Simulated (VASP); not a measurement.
The system is WS2.

```
W S
1.0
     1.57900    0.91164    6.16333
    -1.57900    0.91164    6.16333
     0.00000   -1.82327    6.16333
W S
1 2
Direct
  0.00000 0.00000 0.00000
  0.75030 0.75030 0.75030
  0.58100 0.58100 0.58100
```

| Item | Value |
| --- | --- |
| Program | VASP 6.6.1 |
| Task | relaxation of cell and atoms |
| Functional | PBEsol |
| Potentials or basis | VASP PAW PBE potentials, release 64 (W_sv, S) |
| Cutoff | 600 eV |
| k mesh | 12 × 12 × 12 |
| Occupations | gaussian, width 0.02 eV |
| Spin | no spin polarisation |

At the start: pressure -0.5 GPa; volume 17.74 Å³/atom.

Q: Where does the relaxation end?

A: Over 17 steps the energy falls by 3.3 meV/atom and the volume is 18.21 Å³/atom (+2.6 %); space group R3m (No. 160, to 0.1 Å) before and after.

The path:
```tsv
step	energy change (eV)	largest force (eV/Å)	pressure (GPa)	volume (Å³)
1	0.0000	0.6016	-0.47	53.23
2	0.0046	0.8368	1.04	52.83
3	-0.0063	0.0182	0.15	53.06
4	-0.0068	0.0963	-0.16	53.16
5	-0.0068	0.1045	-0.20	53.17
6	-0.0071	0.0803	0.00	53.16
7	-0.0073	0.0605	0.45	53.14
8	-0.0075	0.0584	0.43	53.20
9	-0.0081	0.0567	0.40	53.38
10	-0.0090	0.0502	0.37	53.74
11	-0.0097	0.0543	0.34	54.46
12	-0.0097	0.0913	-0.48	54.76
13	-0.0100	0.0389	-0.12	54.62
14	-0.0100	0.0380	0.13	54.60
15	-0.0100	0.0148	0.03	54.61
16	-0.0100	0.0119	0.00	54.63
17	-0.0100	0.0019	-0.03	54.62
```

Final structure:
```
W S
1.0
     1.57420    0.90886    6.36282
    -1.57420    0.90886    6.36282
     0.00000   -1.81773    6.36282
W S
1 2
Cartesian
  0.0000 0.0000 19.0757
  0.0000 0.0000 14.2800
  0.0000 0.0000 11.1452
```

Caveat: the PAW data sets were made with another functional, which shifts forces and pressure a little.
